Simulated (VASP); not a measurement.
# CsPbCl3 (Pm-3m) in VASP: notebook

Runs on CsPbCl3. Level: PBE. Tasks: single point.

Everything below comes from runs of VASP 6.6.1. Logs are shortened: lines on timing, memory, paths and dates and some standing lists are left out, and cuts for length are marked.

**1. The cell of the first run**

The structure is cubic, space group Pm-3m (No. 221). The conventional cell has a = 5.605 Å, b = 5.605 Å, c = 5.605 Å, α = 90.00°, β = 90.00°, γ = 90.00°. Cs (site symmetry m-3m) has 12 Cl at 3.96 Å and 8 Pb at 4.85 Å within 5.2 Å. Pb (site symmetry m-3m) has 6 Cl at 2.80 Å within 3.7 Å. Cl (site symmetry 4/mmm) has 2 Pb at 2.80 Å within 3.7 Å.

**2. Single point, PBE**

Input file INCAR:

```
ALGO     = Normal         # electronic algorithm
EDIFF    = 1E-6           # SCF threshold, eV
ENCUT    = 500            # plane-wave cutoff, eV
GGA      = PE             # functional
GGA_COMPAT= F            
ISIF     = 2              # what is computed and relaxed
ISMEAR   = 0              # smearing method
LASPH    = T              # aspherical terms in the spheres
LCHARG   = F              # write CHGCAR
LREAL    = F              # projectors in reciprocal space
LWAVE    = F              # write WAVECAR
NBANDS   = 30             # bands
NELM     = 120            # most SCF steps
PREC     = Accurate       # precision mode
SIGMA    = 0.1            # smearing width, eV
```

Input file KPOINTS:

```
k-points
0
Gamma
  4 4 4
```

Input file POSCAR:

```
CsPbCl3
1.0
    5.6050000000      0.0000000000      0.0000000000
    0.0000000000      5.6050000000      0.0000000000
    0.0000000000      0.0000000000      5.6050000000
Cs Pb Cl
1 1 3
Direct
    0.0000000000      0.0000000000      0.0000000000
    0.5000000000      0.5000000000      0.5000000000
    0.5000000000      0.5000000000      0.0000000000
    0.0000000000      0.5000000000      0.5000000000
    0.5000000000      0.0000000000      0.5000000000
```

Potentials or basis: VASP PAW PBE potentials, release 64 (Cs_sv, Pb_d, Cl).

Started as:

```
> cat potpaw_PBE.64/Cs_sv/POTCAR potpaw_PBE.64/Pb_d/POTCAR potpaw_PBE.64/Cl/POTCAR > POTCAR
> mpirun -np 1 vasp_std > vasp.out
```

OUTCAR:

```text
EDIFF = 1E-6
   ENCUT = 500
   GGA = PE
   ISIF = 2
   ISMEAR = 0
   LASPH = T
   LREAL = F
   NELM = 120
   PREC = Accurate

 ion  position               nearest neighbor table
   1  0.000  0.000  0.000-
   2  0.500  0.500  0.500-   3 2.80   4 2.80   5 2.80   3 2.80   5 2.80   4 2.80
   3  0.500  0.500  0.000-   2 2.80   2 2.80
   4  0.000  0.500  0.500-   2 2.80   2 2.80
   5  0.500  0.000  0.500-   2 2.80   2 2.80

  LATTYP: Found a simple cubic cell.
 ALAT       =     5.6050000000

  Lattice vectors:

 A1 = (   5.6050000000,   0.0000000000,   0.0000000000)
 A2 = (   0.0000000000,   5.6050000000,   0.0000000000)
 A3 = (   0.0000000000,   0.0000000000,   5.6050000000)

Analysis of symmetry for initial positions (statically):
=====================================================================
 Subroutine PRICEL returns:
 Original cell was already a primitive cell.

 Routine SETGRP: Setting up the symmetry group for a
 simple cubic supercell.

 Subroutine GETGRP returns: Found 48 space group operations
 (whereof 48 operations were pure point group operations)
 out of a pool of 48 trial point group operations.

The static configuration has the point symmetry O_h .

Analysis of symmetry for dynamics (positions and initial velocities):
=====================================================================
 Subroutine PRICEL returns:
 Original cell was already a primitive cell.

 Routine SETGRP: Setting up the symmetry group for a
 simple cubic supercell.

 Subroutine GETGRP returns: Found 48 space group operations
 (whereof 48 operations were pure point group operations)
 out of a pool of 48 trial point group operations.

The dynamic configuration has the point symmetry O_h .

 Subroutine INISYM returns: Found 48 space group operations
 (whereof 48 operations are pure point group operations),
 and found     1 'primitive' translations

----------------------------------------------------------------------------------------

                                     Primitive cell

  volume of cell :     176.0868

  direct lattice vectors                    reciprocal lattice vectors
     5.605000000  0.000000000  0.000000000     0.178412132  0.000000000  0.000000000
     0.000000000  5.605000000  0.000000000     0.000000000  0.178412132  0.000000000
     0.000000000  0.000000000  5.605000000     0.000000000  0.000000000  0.178412132

  length of vectors
     5.605000000  5.605000000  5.605000000     0.178412132  0.178412132  0.178412132

  position of ions in fractional coordinates (direct lattice)
     0.000000000  0.000000000  0.000000000
     0.500000000  0.500000000  0.500000000
     0.500000000  0.500000000  0.000000000
     0.000000000  0.500000000  0.500000000
     0.500000000  0.000000000  0.500000000

  ion indices of the primitive-cell ions
   primitive index   ion index
                 1           1
                 2           2
                 3           3
                 4           4
                 5           5

----------------------------------------------------------------------------------------

 KPOINTS: k-points

Automatic generation of k-mesh.
 Grid dimensions read from file:
 generate k-points for:    4    4    4

 Generating k-lattice:

  Cartesian coordinates                     Fractional coordinates (reciprocal lattice)
     0.044603033  0.000000000  0.000000000     0.250000000  0.000000000  0.000000000
     0.000000000  0.044603033  0.000000000     0.000000000  0.250000000  0.000000000
     0.000000000  0.000000000  0.044603033     0.000000000  0.000000000  0.250000000

  Length of vectors
     0.044603033  0.044603033  0.044603033

  Shift w.r.t. Gamma in fractional coordinates (k-lattice)
     0.000000000  0.000000000  0.000000000

 Subroutine IBZKPT returns following result:
 ===========================================

 Found     10 irreducible k-points:

 Following reciprocal coordinates:
            Coordinates               Weight
  0.000000  0.000000  0.000000      1.000000
  0.250000  0.000000  0.000000      6.000000
  0.500000  0.000000  0.000000      3.000000
  0.250000  0.250000  0.000000     12.000000
  0.500000  0.250000  0.000000     12.000000
  0.500000  0.500000  0.000000      3.000000
  0.250000  0.250000  0.250000      8.000000
  0.500000  0.250000  0.250000     12.000000
  0.500000  0.500000  0.250000      6.000000
  0.500000  0.500000  0.500000      1.000000
   k-points           NKPTS =     10   k-points in BZ     NKDIM =     10   number of bands    NBANDS=     30
   number of dos      NEDOS =    301   number of ions     NIONS =      5
   total plane-waves  NPLWV =  74088
   dimension x,y,z NGX =    42 NGY =   42 NGZ =   42
   dimension x,y,z NGXF=    84 NGYF=   84 NGZF=   84
   ions per type =               1   1   3
   NGX,Y,Z   is equivalent  to a cutoff of  12.46, 12.46, 12.46 a.u.
   NGXF,Y,Z  is equivalent  to a cutoff of  24.91, 24.91, 24.91 a.u.
 SYSTEM =  unknown system
   PREC   = accura    normal or accurate (medium, high low for compatibility)
   ISTART =      0    job   : 0-new  1-cont  2-samecut
   ICHARG =      2    charge: 1-file 2-atom 10-const
   ISPIN  =      1    spin polarized calculation?
   LNONCOLLINEAR =      F non collinear calculations
   LSORBIT =      F    spin-orbit coupling
   LASPH  =      T    aspherical Exc in radial PAW
   ENCUT  =  500.0 eV  36.75 Ry    6.06 a.u.  10.22 10.22 10.22*2*pi/ulx,y,z
   NELM   =    120;   NELMIN=  2; NELMDL= -5     # of ELM steps
   EDIFF  = 0.1E-05   stopping-criterion for ELM
   LREAL  =      F    real-space projection
[... 7 lines left out ...]
   TEBEG  =    0.0;   TEEND  =   0.0 temperature during run
   PSTRESS=    0.0 pullay stress
   NELECT =      44.0000    total number of electrons
   NUPDOWN=      -1.0000    fix difference up-down
   EMIN   =  10.00;   EMAX   =-10.00  energy-range for DOS
   EFERMI =   0.00;   METHOD = LEGACY
   ISMEAR =     0;   SIGMA  =   0.10  broadening in eV -4-tet -1-fermi 0-gaus
   EFERMI_NEDOS =   21; number of points for ismear=-14 and -15
   IALGO  =     38    algorithm
   IMIX   =      4    mixing-type and parameters
     AMIX     =   0.40;   BMIX     =  1.00
     AMIX_MAG =   1.60;   BMIX_MAG =  1.00
  volume/ion in A,a.u.               =      35.22       237.66
  Fermi-wavevector in a.u.,A,eV,Ry     =   1.031138  1.948568 14.466333  1.063245
  Thomas-Fermi vector in A             =   2.165271
   LORBIT       =      0    0 simple, 1 ext, 2 COOP (PROOUT), +10 PAW based schemes
   GGA     = PE    functional components
   LHFCALC =     F    Hartree Fock is set to
   AEXX    =    0.0000 exact exchange contribution
   IVDW    =     0    specifies the selected vdW correction
   LEPSILON=     F    determine dielectric tensor
   LRPA    =     F    only Hartree local field effects (RPA)
 non-spin polarized calculation
 Gauss-broadening in eV      SIGMA  =   0.10
  energy-cutoff  :      500.00
  volume of cell :      176.09
 maximum number of plane-waves:      4492
 NGX is ok and might be reduce to    42
   NGX = 21   NGY = 21   NGZ = 21

 number of electron      44.0000004 magnetization

 Free energy of the ion-electron system (eV)
  ---------------------------------------------------
  ext. energy  EPLUGINS =         0.00000000
  ---------------------------------------------------
  free energy    TOTEN  =       -17.47818109 eV

  energy without entropy =      -17.47818109  energy(sigma->0) =      -17.47818109

 E-fermi :   2.2702     XC(G=0):  -7.8202

 val. band max:        1.8089371788   @ k =   0.5000   0.5000   0.5000
 cond. band min:       3.7448824527   @ k =   0.5000   0.5000   0.5000
 fundamental gap:      1.9359452739
 Fermi energy:         2.2701808564

 k-point     1 :       0.0000    0.0000    0.0000
  band No.  band energies     occupation
      1     -19.5652      2.00000
      2     -15.0188      2.00000
      3     -15.0188      2.00000
      4     -14.7738      2.00000
      5     -14.7738      2.00000
      6     -14.7738      2.00000
[... 22 lines left out ...]
     29       7.9928      0.00000
     30       7.9928      0.00000

 k-point     2 :       0.2500    0.0000    0.0000
  band No.  band energies     occupation
      1     -19.5641      2.00000
      2     -15.0187      2.00000
      3     -14.9671      2.00000
      4     -14.7746      2.00000
      5     -14.7746      2.00000
      6     -14.7738      2.00000
[... 22 lines left out ...]
     29       7.2070      0.00000
     30       8.1233      0.00000

 k-point     3 :       0.5000    0.0000    0.0000
  band No.  band energies     occupation
      1     -19.5630      2.00000
      2     -15.0186      2.00000
      3     -14.9134      2.00000
      4     -14.7753      2.00000
      5     -14.7753      2.00000
      6     -14.7738      2.00000
[... 22 lines left out ...]
     29       7.5275      0.00000
     30       8.7413      0.00000

 k-point     4 :       0.2500    0.2500    0.0000
  band No.  band energies     occupation
      1     -19.5630      2.00000
      2     -14.9940      2.00000
      3     -14.9371      2.00000
      4     -14.7753      2.00000
      5     -14.7746      2.00000
      6     -14.7746      2.00000
[... 22 lines left out ...]
     29       7.5099      0.00000
     30       8.0665      0.00000

 k-point     5 :       0.5000    0.2500    0.0000
  band No.  band energies     occupation
      1     -19.5620      2.00000
      2     -14.9874      2.00000
      3     -14.8863      2.00000
      4     -14.7761      2.00000
      5     -14.7753      2.00000
      6     -14.7745      2.00000
[... 22 lines left out ...]
     29       7.7812      0.00000
     30       8.1499      0.00000

 k-point     6 :       0.5000    0.5000    0.0000
  band No.  band energies     occupation
      1     -19.5611      2.00000
      2     -14.9705      2.00000
      3     -14.8411      2.00000
      4     -14.7768      2.00000
      5     -14.7753      2.00000
      6     -14.7753      2.00000
[... 22 lines left out ...]
     29       8.0688      0.00000
     30       8.0689      0.00000

 k-point     7 :       0.2500    0.2500    0.2500
  band No.  band energies     occupation
      1     -19.5621      2.00000
      2     -14.9370      2.00000
      3     -14.9370      2.00000
      4     -14.7753      2.00000
      5     -14.7753      2.00000
      6     -14.7753      2.00000
[... 22 lines left out ...]
     29       7.9751      0.00000
     30       7.9751      0.00000

 k-point     8 :       0.5000    0.2500    0.2500
  band No.  band energies     occupation
      1     -19.5612      2.00000
      2     -14.9369      2.00000
      3     -14.8767      2.00000
      4     -14.7761      2.00000
      5     -14.7760      2.00000
      6     -14.7753      2.00000
[... 22 lines left out ...]
     29       7.9614      0.00000
     30       7.9674      0.00000

 k-point     9 :       0.5000    0.5000    0.2500
  band No.  band energies     occupation
      1     -19.5604      2.00000
      2     -14.9083      2.00000
      3     -14.8411      2.00000
      4     -14.7768      2.00000
      5     -14.7761      2.00000
      6     -14.7761      2.00000
[... 22 lines left out ...]
     29       7.6116      0.00000
     30       8.0154      0.00000

 k-point    10 :       0.5000    0.5000    0.5000
  band No.  band energies     occupation
      1     -19.5595      2.00000
      2     -14.8410      2.00000
      3     -14.8410      2.00000
      4     -14.7768      2.00000
      5     -14.7768      2.00000
      6     -14.7768      2.00000
[... 22 lines left out ...]
     29       7.3658      0.00000
     30       8.5628      0.00000

------------------------ aborting loop because EDIFF is reached ----------------------------------------

  FORCE on cell =-STRESS in cart. coord.  units (eV):
  Direction    XX          YY          ZZ          XY          YZ          ZX
  --------------------------------------------------------------------------------------
  -------------------------------------------------------------------------------------
  Total        1.9788989      1.9788989      1.9788989      0.0000000      0.0000000     -0.0000000
  in kB       18.0055890     18.0055890     18.0055890      0.0000000      0.0000000     -0.0000000
  external PRESSURE =      18.0055890 kB  Pullay stress =       0.0000000 kB

 VOLUME and BASIS-vectors are now :
 -----------------------------------------------------------------------------
  energy-cutoff  :      500.00
  volume of cell :      176.09
      direct lattice vectors                 reciprocal lattice vectors
     5.605000000  0.000000000  0.000000000     0.178412132  0.000000000  0.000000000
     0.000000000  5.605000000  0.000000000     0.000000000  0.178412132  0.000000000
     0.000000000  0.000000000  5.605000000     0.000000000  0.000000000  0.178412132

 POSITION                                       TOTAL-FORCE (eV/Angst)
 -----------------------------------------------------------------------------------
      0.00000      0.00000      0.00000         0.000000      0.000000      0.000000
      2.80250      2.80250      2.80250         0.000000      0.000000      0.000000
      2.80250      2.80250      0.00000         0.000000      0.000000      0.000000
      0.00000      2.80250      2.80250         0.000000      0.000000      0.000000
      2.80250      0.00000      2.80250         0.000000      0.000000      0.000000
 -----------------------------------------------------------------------------------
    total drift:                                0.000000     -0.000000     -0.000000

  FREE ENERGIE OF THE ION-ELECTRON SYSTEM (eV)
  ---------------------------------------------------
  free  energy   TOTEN  =       -17.4781810935 eV

  energy  without entropy=      -17.4781810935  energy(sigma->0) =      -17.47818109
```

Wall time 82 s (1 thread of Intel Xeon 8259CL, shared host); peak memory 0.27 GiB.

What came out:

```
Free energy            : -17.4782 eV
Pressure               : 1.8 GPa
Band gap on the k mesh : 1.94 eV
```

Levels at points of the mesh, in eV from the valence-band top:
| k point | band 19 | band 20 | band 21 | band 22 | band 23 | band 24 | band 25 | band 26 |
| --- | --- | --- | --- | --- | --- | --- | --- | --- |
| (0.00, 0.00, 0.00) | -2.65 | -2.54 | -2.54 | -2.54 | 3.34 | 4.28 | 4.28 | 5.20 |
| (0.50, 0.00, 0.00) | -2.75 | -2.65 | -2.65 | -1.69 | 3.03 | 4.68 | 5.19 | 5.33 |
| (0.50, 0.50, 0.00) | -2.83 | -2.76 | -2.23 | -0.82 | 2.52 | 2.52 | 4.94 | 5.38 |
| (0.50, 0.50, 0.50) | -2.22 | -2.22 | -2.22 | 0.00 | 1.94 | 1.94 | 1.94 | 5.11 |

Caveat: spin-orbit coupling is left out, which moves the levels of the heavy elements. PBE gaps usually lie below the measured ones, often by a third to a half.

**3. Single point, PBE**

This run uses another cell than the first one, of 37.73 Å³/atom.

Input file INCAR:

```
PREC = Accurate
ENCUT = 500
EDIFF = 1E-6
ISMEAR = 0
SIGMA = 0.02
LREAL = False
LASPH = True
NELM = 120
ALGO = Normal
ISIF = 2
LWAVE = False
LCHARG = False
GGA = PE
NBANDS = 30
GGA_COMPAT = False
```

Input file KPOINTS:

```
regular mesh
0
Gamma
  6 6 6
```

Edit POSCAR of step 2 so:

```diff
@@ -2,5 +2,5 @@
 1.0
-    5.6050000000      0.0000000000      0.0000000000
-    0.0000000000      5.6050000000      0.0000000000
-    0.0000000000      0.0000000000      5.6050000000
+    5.7352667286      0.0000000000      0.0000000000
+    0.0000000000      5.7352667286      0.0000000000
+    0.0000000000      0.0000000000      5.7352667286
 Cs Pb Cl
```

Potentials or basis: VASP PAW PBE potentials, release 64 (Cs_sv, Pb_d, Cl).

Started as:

```
> cat potpaw_PBE.64/Cs_sv/POTCAR potpaw_PBE.64/Pb_d/POTCAR potpaw_PBE.64/Cl/POTCAR > POTCAR
> mpirun -np 1 vasp_std > vasp.out
```

Wall time 2.6 min (1 thread of Intel Xeon 8259CL, shared host); peak memory 0.31 GiB.

It converged, with:

| Property | Result |
| --- | --- |
| Free energy | -17.5651 eV |
| Pressure | -0.1 GPa |
| Band gap on the k mesh | 2.22 eV |

Levels at points of the mesh, in eV from the valence-band top:
| k point | band 18 | band 19 | band 20 | band 21 | band 22 | band 23 | band 24 | band 25 | band 26 | band 27 |
| --- | --- | --- | --- | --- | --- | --- | --- | --- | --- | --- |
| (0.00, 0.00, 0.00) | -2.12 | -2.12 | -2.04 | -2.04 | -2.04 | 3.67 | 4.75 | 4.75 | 5.64 | 5.64 |
| (0.50, 0.00, 0.00) | -2.22 | -2.22 | -2.13 | -2.13 | -1.43 | 3.15 | 4.99 | 5.40 | 5.40 | 5.56 |
| (0.50, 0.50, 0.00) | -2.31 | -2.28 | -2.28 | -1.75 | -0.70 | 2.72 | 2.72 | 5.04 | 5.71 | 5.96 |
| (0.50, 0.50, 0.50) | -2.30 | -1.75 | -1.75 | -1.75 | 0.00 | 2.22 | 2.22 | 2.22 | 5.44 | 5.90 |

Caveat: spin-orbit coupling is left out, which moves the levels of the heavy elements.

(Part 1 of 2 ends here.)
